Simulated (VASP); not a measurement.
# Ag (Fm-3m) in VASP: notebook, part 2 of 4

VASP 6.6.1. Earlier steps stand in the parts before.

### 3 Single point, r2SCAN+D4

This run uses another cell than the first one, of 16.03 Å³/atom, 0.887 times its volume.

Contents of POSCAR:

```
Ag
1.0
    0.0000000000      2.0010495236      2.0010495236
    2.0010495236      0.0000000000      2.0010495236
    2.0010495236      2.0010495236      0.0000000000
Ag
1
Direct
    0.0000000000      0.0000000000      0.0000000000
```

Contents of INCAR.step1:

```
PREC = Accurate ; ENCUT = 520
ISMEAR = -1 ; SIGMA = 0.05
LREAL = False ; LASPH = True
NELM = 100 ; NBANDS = 12
GGA = PE ; ALGO = Normal
EDIFF = 1E-4 ; LWAVE = True
LCHARG = False
```

Contents of INCAR.step2:

```
PREC = Accurate ; ENCUT = 520
EDIFF = 1E-7 ; ISMEAR = -1
SIGMA = 0.05 ; LREAL = False
LASPH = True ; NELM = 100
ALGO = Normal ; ISIF = 2
LWAVE = False ; LCHARG = False
METAGGA = R2SCAN ; LMIXTAU = True
IVDW = 13 ; VDW_S6 = 1.0
VDW_S8 = 0.6018749 ; VDW_A1 = 0.51559235
VDW_A2 = 5.77342911 ; NBANDS = 12
ISTART = 1
```

Contents of KPOINTS:

```
regular mesh
0
Gamma
  11 11 11
```

Potentials or basis: VASP PAW PBE potentials, release 64 (Ag).

Started as:

```console
$ cat potpaw_PBE.64/Ag/POTCAR > POTCAR
$ cp INCAR.step1 INCAR
$ mpirun -np 1 vasp_std > vasp.out
$ cp INCAR.step2 INCAR
$ mpirun -np 1 vasp_std > vasp.out
```

OUTCAR:

```text
PREC = Accurate
   ENCUT = 520
   EDIFF = 1E-7
   ISMEAR = -1
   LREAL = False
   LASPH = True
   NELM = 100
   ISIF = 2
   METAGGA = R2SCAN
   IVDW = 13
   ISTART = 1

 ion  position               nearest neighbor table
   1  0.000  0.000  0.000-

  LATTYP: Found a face centered cubic cell.
 ALAT       =     4.0020990472

  Lattice vectors:

 A1 = (   0.0000000000,   2.0010495236,   2.0010495236)
 A2 = (   2.0010495236,   0.0000000000,   2.0010495236)
 A3 = (   2.0010495236,   2.0010495236,   0.0000000000)

Analysis of symmetry for initial positions (statically):
=====================================================================
 Subroutine PRICEL returns:
 Original cell was already a primitive cell.

 Routine SETGRP: Setting up the symmetry group for a
 face centered cubic supercell.

 Subroutine GETGRP returns: Found 48 space group operations
 (whereof 48 operations were pure point group operations)
 out of a pool of 48 trial point group operations.

The static configuration has the point symmetry O_h .

Analysis of symmetry for dynamics (positions and initial velocities):
=====================================================================
 Subroutine PRICEL returns:
 Original cell was already a primitive cell.

 Routine SETGRP: Setting up the symmetry group for a
 face centered cubic supercell.

 Subroutine GETGRP returns: Found 48 space group operations
 (whereof 48 operations were pure point group operations)
 out of a pool of 48 trial point group operations.

The dynamic configuration has the point symmetry O_h .

 Subroutine INISYM returns: Found 48 space group operations
 (whereof 48 operations are pure point group operations),
 and found     1 'primitive' translations

----------------------------------------------------------------------------------------

                                     Primitive cell

  volume of cell :      16.0252

  direct lattice vectors                    reciprocal lattice vectors
     0.000000000  2.001049524  2.001049524    -0.249868878  0.249868878  0.249868878
     2.001049524  0.000000000  2.001049524     0.249868878 -0.249868878  0.249868878
     2.001049524  2.001049524  0.000000000     0.249868878  0.249868878 -0.249868878

  length of vectors
     2.829911375  2.829911375  2.829911375     0.432785593  0.432785593  0.432785593

  position of ions in fractional coordinates (direct lattice)
     0.000000000  0.000000000  0.000000000

  ion indices of the primitive-cell ions
   primitive index   ion index
                 1           1

----------------------------------------------------------------------------------------

 KPOINTS: regular mesh

Automatic generation of k-mesh.
 Grid dimensions read from file:
 generate k-points for:   11   11   11

 Generating k-lattice:

  Cartesian coordinates                     Fractional coordinates (reciprocal lattice)
    -0.022715353  0.022715353  0.022715353     0.090909091  0.000000000  0.000000000
     0.022715353 -0.022715353  0.022715353     0.000000000  0.090909091  0.000000000
     0.022715353  0.022715353 -0.022715353     0.000000000  0.000000000  0.090909091

  Length of vectors
     0.039344145  0.039344145  0.039344145

  Shift w.r.t. Gamma in fractional coordinates (k-lattice)
     0.000000000  0.000000000  0.000000000

 Subroutine IBZKPT returns following result:
 ===========================================

 Found     56 irreducible k-points:

 Following reciprocal coordinates:
            Coordinates               Weight
  0.000000  0.000000  0.000000      1.000000
  0.090909  0.000000  0.000000      8.000000
  0.181818  0.000000  0.000000      8.000000
  0.272727  0.000000  0.000000      8.000000
  0.363636  0.000000  0.000000      8.000000
  0.454545  0.000000  0.000000      8.000000
[... 16 lines left out ...]
 -0.272727  0.181818  0.000000     24.000000
 -0.181818  0.181818  0.000000     12.000000
 [... further k-points ...]
   k-points           NKPTS =     56   k-points in BZ     NKDIM =     56   number of bands    NBANDS=     12
   number of dos      NEDOS =    301   number of ions     NIONS =      1
   total plane-waves  NPLWV =  13824
   dimension x,y,z NGX =    24 NGY =   24 NGZ =   24
   dimension x,y,z NGXF=    48 NGYF=   48 NGZF=   48
   ions per type =               1
   NGX,Y,Z   is equivalent  to a cutoff of  14.10, 14.10, 14.10 a.u.
   NGXF,Y,Z  is equivalent  to a cutoff of  28.20, 28.20, 28.20 a.u.
 SYSTEM =  unknown system
   PREC   = accura    normal or accurate (medium, high low for compatibility)
   ISTART =      1    job   : 0-new  1-cont  2-samecut
   ICHARG =      0    charge: 1-file 2-atom 10-const
   ISPIN  =      1    spin polarized calculation?
   LNONCOLLINEAR =      F non collinear calculations
   LSORBIT =      F    spin-orbit coupling
   LASPH  =      T    aspherical Exc in radial PAW
   ENCUT  =  520.0 eV  38.22 Ry    6.18 a.u.   5.26  5.26  5.26*2*pi/ulx,y,z
   NELM   =    100;   NELMIN=  2; NELMDL=  0     # of ELM steps
   EDIFF  = 0.1E-06   stopping-criterion for ELM
   LREAL  =      F    real-space projection
   EDIFFG = 0.1E-05   stopping-criterion for IOM
   NSW    =      0    number of steps for IOM
   IBRION =     -1    ionic relax: 0-MD 1-quasi-New 2-CG
   NFREE  =      0    steps in history (QN), initial steepest desc. (CG)
   ISIF   =      2    stress and relaxation
   ISYM   =      2    0-nonsym 1-usesym 2-fastsym
   POTIM  = 0.5000    time-step for ionic-motion
   TEBEG  =    0.0;   TEEND  =   0.0 temperature during run
   PSTRESS=    0.0 pullay stress
   NELECT =      11.0000    total number of electrons
   NUPDOWN=      -1.0000    fix difference up-down
   EMIN   =  10.00;   EMAX   =-10.00  energy-range for DOS
   EFERMI =   0.00;   METHOD = LEGACY
   ISMEAR =    -1;   SIGMA  =   0.05  broadening in eV -4-tet -1-fermi 0-gaus
   EFERMI_NEDOS =   21; number of points for ismear=-14 and -15
   IALGO  =     38    algorithm
   IMIX   =      4    mixing-type and parameters
     AMIX     =   0.40;   BMIX     =  1.00
     AMIX_MAG =   1.60;   BMIX_MAG =  1.00
  volume/ion in A,a.u.               =      16.03       108.14
  Fermi-wavevector in a.u.,A,eV,Ry     =   1.444124  2.728999 28.374880  2.085495
  Thomas-Fermi vector in A             =   2.562455
   LORBIT       =      0    0 simple, 1 ext, 2 COOP (PROOUT), +10 PAW based schemes
   METAGGA = R2SCAN    functional components
   LHFCALC =     F    Hartree Fock is set to
   AEXX    =    0.0000 exact exchange contribution
   IVDW    =    13    specifies the selected vdW correction
   LEPSILON=     F    determine dielectric tensor
   LRPA    =     F    only Hartree local field effects (RPA)
 non-spin polarized calculation
  energy-cutoff  :      520.00
  volume of cell :       16.03
 maximum number of plane-waves:       444
 NGX is ok and might be reduce to    24
   NGX = 11   NGY = 11   NGZ = 11

 number of electron      11.0000002 magnetization

 Free energy of the ion-electron system (eV)
  ---------------------------------------------------
  ext. energy  EPLUGINS =         0.00000000
  ---------------------------------------------------
  free energy    TOTEN  =       -21.32547592 eV

  energy without entropy =      -21.32350216  energy(sigma->0) =      -21.32448904

 E-fermi :   9.5641     XC(G=0): -13.4130

 val. band max:        9.4895701612   @ k =  -0.4545   0.0909   0.0000
 cond. band min:       9.6389115417   @ k =   0.4545   0.3636   0.0000
 fundamental gap:      0.1493413805
 Fermi energy:         9.5641424226

 k-point     1 :       0.0000    0.0000    0.0000
  band No.  band energies     occupation
      1       0.8664      2.00000
      2       3.9300      2.00000
      3       3.9300      2.00000
      4       3.9300      2.00000
      5       5.0973      2.00000
      6       5.0973      2.00000
      7      26.1086      0.00000
      8      30.2393      0.00000
      9      30.2393      0.00000
     10      30.2393      0.00000
     11      35.3486      0.00000
     12      36.8538      0.00000
[... 331 lines left out ...]
 k-point    24 :      -0.1818    0.1818    0.0000
  band No.  band energies     occupation
      1       3.0093      2.00000
      2       3.4700      2.00000
      3       4.1762      2.00000
      4       4.6254      2.00000
      5       4.6498      2.00000
      6       6.4246      2.00000
      7      22.2211      0.00000
      8      22.6417      0.00000
      9      29.2004      0.00000
     10      31.0145      0.00000
     11      32.0967      0.00000
     12      35.9937      0.00000

 [... further k-points ...]

------------------------ aborting loop because EDIFF is reached ----------------------------------------

  DFT-D4 for vdW energy calculation

  Edisp (eV):   -0.20734

  FORCE on cell =-STRESS in cart. coord.  units (eV):
  Direction    XX          YY          ZZ          XY          YZ          ZX
  --------------------------------------------------------------------------------------
  -------------------------------------------------------------------------------------
  Total       0.78054     0.78054     0.78054    -0.00000    -0.00000    -0.00000
  in kB      78.03720    78.03720    78.03720    -0.00000    -0.00000    -0.00000
  external pressure =       78.04 kB  Pullay stress =        0.00 kB

 VOLUME and BASIS-vectors are now :
 -----------------------------------------------------------------------------
  energy-cutoff  :      520.00
  volume of cell :       16.03
      direct lattice vectors                 reciprocal lattice vectors
     0.000000000  2.001049524  2.001049524    -0.249868878  0.249868878  0.249868878
     2.001049524  0.000000000  2.001049524     0.249868878 -0.249868878  0.249868878
     2.001049524  2.001049524  0.000000000     0.249868878  0.249868878 -0.249868878

 POSITION                                       TOTAL-FORCE (eV/Angst)
 -----------------------------------------------------------------------------------
      0.00000      0.00000      0.00000         0.000000      0.000000     -0.000000
 -----------------------------------------------------------------------------------
    total drift:                               -0.000000     -0.000000      0.000000

  FREE ENERGIE OF THE ION-ELECTRON SYSTEM (eV)
  ---------------------------------------------------
  free  energy   TOTEN  =       -21.5328129009 eV

  energy  without entropy=      -21.5308391343  energy(sigma->0) =      -21.53182602
```

OUTCAR.step1:

```text
PREC = Accurate
   ENCUT = 520
   ISMEAR = -1
   LREAL = False
   LASPH = True
   NELM = 100
[... 575 lines left out ...]
 POSITION                                       TOTAL-FORCE (eV/Angst)
 -----------------------------------------------------------------------------------
      0.00000      0.00000      0.00000         0.000000      0.000000      0.000000
 -----------------------------------------------------------------------------------
    total drift:                               -0.000000      0.000000      0.000000

  FREE ENERGIE OF THE ION-ELECTRON SYSTEM (eV)
  ---------------------------------------------------
  free  energy   TOTEN  =        -2.6576197543 eV

  energy  without entropy=       -2.6557759596  energy(sigma->0) =       -2.65669786
```

It took 35 s on 1 thread of Intel Xeon 6975P-C, shared host; peak memory 0.15 GiB.

Results:

- Free energy: -21.5328 eV
- Pressure: 7.8 GPa
- Dispersion energy per atom: -0.207 eV

Levels at points of the mesh, in eV from the Fermi level:
| k point | band 3 | band 4 | band 5 | band 6 | band 7 | band 8 | band 9 | band 10 |
| --- | --- | --- | --- | --- | --- | --- | --- | --- |
| (0.00, 0.00, 0.00) | -5.63 | -5.63 | -4.47 | -4.47 | 16.54 | 20.68 | 20.68 | 20.68 |

Caveat: the PAW data sets were made with another functional, which shifts forces and pressure a little; pairwise dispersion overbinds metals, which lowers pressure and volume.

(Part 2 of 4 ends here.)
